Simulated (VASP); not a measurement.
A run of VASP 6.6.1:

Contents of INCAR:

```
ALGO = Normal
DIPOL = 0.5 0.5 0.588
EDIFF = 1E-6
ENCUT = 400
GGA = PE
GGA_COMPAT = False
IDIPOL = 3
ISIF = 2
ISMEAR = 0
LASPH = True
LCHARG = False
LDIPOL = True
LREAL = False
LWAVE = False
NBANDS = 24
NELM = 120
NELMDL = -8
PREC = Accurate
SIGMA = 0.04
```

The input KPOINTS:

```
k-points
0
Gamma
  6 6 1
```

POSCAR

```
As
1.0
    6.2610610833      0.0000000000      0.0000000000
   -3.1305305417      5.4222379528      0.0000000000
    0.0000000000      0.0000000000     19.6000000000
As
6
Direct
    0.6666670000      0.6666670000      0.5535726823
    0.3335513106      0.9990249801      0.5535722239
    1.0012025736      0.3336704371      0.5535683165
    0.3338509568      0.3327336856      0.6228997923
    1.0000396377      0.6664031111      0.6229244057
    0.6675298947      1.0002264614      0.6228978860
```

Potentials or basis: VASP PAW PBE potentials, release 64 (As).

The run is started by

```bash
$ cat potpaw_PBE.64/As/POTCAR > POTCAR
$ mpirun -np 1 vasp_std > vasp.out
```

Hardware: 1 thread of AMD EPYC 7R13, with other jobs on the host.

Task: Estimate the wall time of this run.

Result: Wall time 7.4 min on 1 thread of AMD EPYC 7R13, on a shared host, peak memory 0.51 GiB. Counts: scf iterations 23, k points 20.
